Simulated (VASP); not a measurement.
# Ag (P6_3/mmc) in VASP: further runs, part 2 of 2

VASP 6.6.1. The steps go on from the part before.

### 4 Relaxation of shape and atoms at fixed volume, LDA (16.37 Å³/atom)

This run uses another cell than the first one, of 16.37 Å³/atom.

File INCAR:

```
SYSTEM = Ag
ALGO     = Fast           ! electronic algorithm
EDIFF    = 1E-6           ! SCF threshold, eV
EDIFFG   = -0.001         ! ionic threshold
ENCUT    = 600            ! plane-wave cutoff, eV
IBRION   = 2              ! ionic algorithm
ISIF     = 4              ! what is computed and relaxed
ISMEAR   = -1             ! smearing method
LASPH    = .TRUE.         ! aspherical terms in the spheres
LCHARG   = .FALSE.        ! write CHGCAR
LREAL    = .FALSE.        ! projectors in reciprocal space
LWAVE    = .FALSE.        ! write WAVECAR
NELM     = 100            ! most SCF steps
NSW      = 80             ! ionic steps
PREC     = Accurate       ! precision mode
SIGMA    = 0.15           ! smearing width, eV
```

File KPOINTS:

```
k-points
0
G
  18 18 10
  0 0 0
```

File POSCAR:

```
Ag
1.0
    2.8447948562      0.0000000000      0.0000000000
   -1.4223974281      2.4636646140      0.0000000000
    0.0000000000      0.0000000000      4.6703341889
Ag
2
Direct
    0.3333333333      0.6666666667      0.2500000000
    0.6666666667      0.3333333333      0.7500000000
```

Potentials or basis: VASP PAW LDA potentials, release 64 (Ag).

Started as:

```bash
cat potpaw_LDA.64/Ag/POTCAR > POTCAR
mpirun -np 1 vasp_std > vasp.out
```

OUTCAR:

```text
SYSTEM = Ag
   EDIFF = 1E-6
   EDIFFG = -0.001
   ENCUT = 600
   IBRION = 2
   ISIF = 4
   ISMEAR = -1
   LASPH = .TRUE.
   LREAL = .FALSE.
   NELM = 100
   NSW = 80
   PREC = Accurate

 ion  position               nearest neighbor table
   1  0.333  0.667  0.250-   2 2.85   2 2.85   2 2.85   2 2.85   2 2.85   2 2.85
   2  0.667  0.333  0.750-   1 2.85   1 2.85   1 2.85   1 2.85   1 2.85   1 2.85

  LATTYP: Found a hexagonal cell.
 ALAT       =     2.8447948562
 C/A-ratio  =     1.6417121181

  Lattice vectors:

 A1 = (   2.8447948562,   0.0000000000,   0.0000000000)
 A2 = (  -1.4223974281,   2.4636646140,   0.0000000000)
 A3 = (   0.0000000000,   0.0000000000,   4.6703341889)

Analysis of symmetry for initial positions (statically):
=====================================================================
 Subroutine PRICEL returns:
 Original cell was already a primitive cell.

 Routine SETGRP: Setting up the symmetry group for a
 hexagonal supercell.

 Subroutine GETGRP returns: Found 24 space group operations
 (whereof 12 operations were pure point group operations)
 out of a pool of 24 trial point group operations.

The static configuration has the point symmetry D_3d.
 The point group associated with its full space group is D_6h.

Analysis of symmetry for dynamics (positions and initial velocities):
=====================================================================
 Subroutine PRICEL returns:
 Original cell was already a primitive cell.

 Routine SETGRP: Setting up the symmetry group for a
 hexagonal supercell.

 Subroutine GETGRP returns: Found 24 space group operations
 (whereof 12 operations were pure point group operations)
 out of a pool of 24 trial point group operations.

The dynamic configuration has the point symmetry D_3d.
 The point group associated with its full space group is D_6h.

 Subroutine INISYM returns: Found 24 space group operations
 (whereof 12 operations are pure point group operations),
 and found     1 'primitive' translations

----------------------------------------------------------------------------------------

                                     Primitive cell

  volume of cell :      32.7326

  direct lattice vectors                    reciprocal lattice vectors
     2.844794856  0.000000000  0.000000000     0.351519196  0.202949702  0.000000000
    -1.422397428  2.463664614  0.000000000     0.000000000  0.405899405  0.000000000
     0.000000000  0.000000000  4.670334189     0.000000000  0.000000000  0.214117440

  length of vectors
     2.844794856  2.844794856  4.670334189     0.405899405  0.405899405  0.214117440

  position of ions in fractional coordinates (direct lattice)
     0.333333333  0.666666667  0.250000000
     0.666666667  0.333333333  0.750000000

  ion indices of the primitive-cell ions
   primitive index   ion index
                 1           1
                 2           2

----------------------------------------------------------------------------------------

 KPOINTS: k-points

Automatic generation of k-mesh.
 Grid dimensions read from file:
 generate k-points for:   18   18   10

 Generating k-lattice:

  Cartesian coordinates                     Fractional coordinates (reciprocal lattice)
     0.019528844  0.011274983  0.000000000     0.055555556  0.000000000  0.000000000
     0.000000000  0.022549967  0.000000000     0.000000000  0.055555556  0.000000000
[... 45 lines left out ...]
   ions per type =               2
   NGX,Y,Z   is equivalent  to a cutoff of  14.03, 14.03, 14.24 a.u.
   NGXF,Y,Z  is equivalent  to a cutoff of  28.05, 28.05, 28.48 a.u.
 SYSTEM =  Ag
   PREC   = accura    normal or accurate (medium, high low for compatibility)
   ISTART =      0    job   : 0-new  1-cont  2-samecut
   ICHARG =      2    charge: 1-file 2-atom 10-const
   ISPIN  =      1    spin polarized calculation?
   LNONCOLLINEAR =      F non collinear calculations
   LSORBIT =      F    spin-orbit coupling
   LASPH  =      T    aspherical Exc in radial PAW
   ENCUT  =  600.0 eV  44.10 Ry    6.64 a.u.   5.68  5.68  9.33*2*pi/ulx,y,z
   NELM   =    100;   NELMIN=  2; NELMDL= -5     # of ELM steps
   EDIFF  = 0.1E-05   stopping-criterion for ELM
   LREAL  =      F    real-space projection
   EDIFFG = -.1E-02   stopping-criterion for IOM
   NSW    =     80    number of steps for IOM
   IBRION =      2    ionic relax: 0-MD 1-quasi-New 2-CG
   NFREE  =      1    steps in history (QN), initial steepest desc. (CG)
   ISIF   =      4    stress and relaxation
   ISYM   =      2    0-nonsym 1-usesym 2-fastsym
   POTIM  = 0.5000    time-step for ionic-motion
   TEBEG  =    0.0;   TEEND  =   0.0 temperature during run
   PSTRESS=    0.0 pullay stress
   NELECT =      22.0000    total number of electrons
   NUPDOWN=      -1.0000    fix difference up-down
   EMIN   =  10.00;   EMAX   =-10.00  energy-range for DOS
   EFERMI =   0.00;   METHOD = LEGACY
   ISMEAR =    -1;   SIGMA  =   0.15  broadening in eV -4-tet -1-fermi 0-gaus
   EFERMI_NEDOS =   21; number of points for ismear=-14 and -15
   IALGO  =     68    algorithm
   IMIX   =      4    mixing-type and parameters
     AMIX     =   0.40;   BMIX     =  1.00
     AMIX_MAG =   1.60;   BMIX_MAG =  1.00
  volume/ion in A,a.u.               =      16.37       110.45
  Fermi-wavevector in a.u.,A,eV,Ry     =   1.434021  2.709907 27.979247  2.056417
  Thomas-Fermi vector in A             =   2.553475
   LORBIT       =      0    0 simple, 1 ext, 2 COOP (PROOUT), +10 PAW based schemes
   GGA     = CA    functional components
   LHFCALC =     F    Hartree Fock is set to
   AEXX    =    0.0000 exact exchange contribution
   IVDW    =     0    specifies the selected vdW correction
   LEPSILON=     F    determine dielectric tensor
   LRPA    =     F    only Hartree local field effects (RPA)
 conjugate gradient relaxation of ions
 non-spin polarized calculation
 RMM-DIIS sequential band-by-band and
  energy-cutoff  :      600.00
  volume of cell :       32.73
 maximum number of plane-waves:      1111
 NGX is ok and might be reduce to    24
   NGX = 11   NGY = 11   NGZ = 19

 number of electron      22.0000003 magnetization

 Free energy of the ion-electron system (eV)
  ---------------------------------------------------
  ext. energy  EPLUGINS =         0.00000000
  ---------------------------------------------------
  free energy    TOTEN  =        -7.56599618 eV

  energy without entropy =       -7.52406488  energy(sigma->0) =       -7.54503053

 E-fermi :   8.7353     XC(G=0): -12.8252

 val. band max:        8.7290947598   @ k =   0.3333   0.0556   0.4000
 cond. band min:       8.7680419666   @ k =   0.4444   0.0556   0.3000
 fundamental gap:      0.0389472068
 Fermi energy:         8.7352531328

 k-point     1 :       0.0000    0.0000    0.0000
  band No.  band energies     occupation
      1       0.6013      2.00000
      2       2.0649      2.00000
      3       3.7780      2.00000
      4       3.9034      2.00000
      5       3.9034      2.00000
      6       4.1593      2.00000
      7       4.1593      2.00000
      8       4.5687      2.00000
      9       4.5687      2.00000
     10       5.6542      2.00000
     11       5.6542      2.00000
     12       8.1484      1.96080
     13      12.4548      0.00000
     14      24.5583      0.00000
[... 401 lines left out ...]
      2       2.5952      2.00000
      3       2.6857      2.00000
      4       3.7856      2.00000
      5       4.1379      2.00000
      6       4.3502      2.00000
      7       4.4304      2.00000
      8       5.6388      2.00000
      9       5.7818      2.00000
     10       5.8186      2.00000
     11       8.4028      1.80342
     12      11.6891      0.00000
     13      15.5204      0.00000
     14      15.8951      0.00000
     15      17.9534      0.00000

 [... further k-points ...]

------------------------ aborting loop because EDIFF is reached ----------------------------------------

  FORCE on cell =-STRESS in cart. coord.  units (eV):
  Direction    XX          YY          ZZ          XY          YZ          ZX
  --------------------------------------------------------------------------------------
  -------------------------------------------------------------------------------------
  Total       -0.5084728     -0.5084728     -0.5076699      0.0000000     -0.0000000      0.0000000
  in kB      -24.8884479    -24.8884479    -24.8491502      0.0000000     -0.0000000      0.0000000
  external PRESSURE =     -24.8753487 kB  Pullay stress =       0.0000000 kB

 VOLUME and BASIS-vectors are now :
 -----------------------------------------------------------------------------
  energy-cutoff  :      600.00
  volume of cell :       32.73
      direct lattice vectors                 reciprocal lattice vectors
     2.844794856  0.000000000  0.000000000     0.351519196  0.202949702  0.000000000
    -1.422397428  2.463664614  0.000000000     0.000000000  0.405899405  0.000000000
     0.000000000  0.000000000  4.670334189     0.000000000  0.000000000  0.214117440

 POSITION                                       TOTAL-FORCE (eV/Angst)
 -----------------------------------------------------------------------------------
     -0.00000      1.64244      1.16758        -0.000000      0.000000      0.000000
      1.42240      0.82122      3.50275         0.000000     -0.000000      0.000000
 -----------------------------------------------------------------------------------
    total drift:                               -0.000000      0.000000     -0.000000

  FREE ENERGIE OF THE ION-ELECTRON SYSTEM (eV)
  ---------------------------------------------------
  free  energy   TOTEN  =        -7.5659961784 eV

  energy  without entropy=       -7.5240648821  energy(sigma->0) =       -7.54503053

 reached required accuracy - stopping structural energy minimisation
```

It took 2.1 min on 1 thread of Intel Xeon 8259CL, shared host; peak memory 0.23 GiB.

Results:

| Quantity | Value |
| --- | --- |
| Free energy | -7.5660 eV |
| Pressure after relaxing | -2.5 GPa |
| Band gap on the k mesh | zero (bands 11 and 12 overlap by 7.62 eV) |

Final structure:
```
Ag
1.0
     2.84479    0.00000    0.00000
    -1.42240    2.46366    0.00000
     0.00000    0.00000    4.67033
Ag
2
Direct
  0.33333 0.66667 0.25000
  0.66667 0.33333 0.75000
```

### 5 Overview

```csv
task,cell,smearing,gap on the mesh (eV),pressure (GPa)
relaxation of cell and atoms,"relaxed to 5 GPa from a = 2.826, b = 2.826, c = 4.640 Å, angles 90.0, 90.0, 120.0°, 2 atoms",fermi-dirac 0.15 eV,none,5.0
relaxation of cell and atoms,"relaxed from a = 2.856, b = 2.856, c = 4.577 Å, angles 90.0, 90.0, 120.0°, 2 atoms",gaussian 0.1 eV,none,0.0
relaxation of shape and atoms at fixed volume,"relaxed from a = 2.845, b = 2.845, c = 4.670 Å, angles 90.0, 90.0, 120.0°, 2 atoms",fermi-dirac 0.15 eV,none,-2.5
```

Alike in all rows: level LDA; potentials or basis VASP PAW LDA potentials, release 64 (Ag); no spin polarisation; k mesh 18 × 18 × 10; cutoff (eV) 600.

Caveats: the cell is relaxed towards a set pressure, so the run minimises the enthalpy, not the energy (at least some runs).

Total energies depend on the potentials used, so only differences within one code and one set of settings carry meaning.

The gap in the log of VASP goes by the Fermi energy; the results here count the filled bands.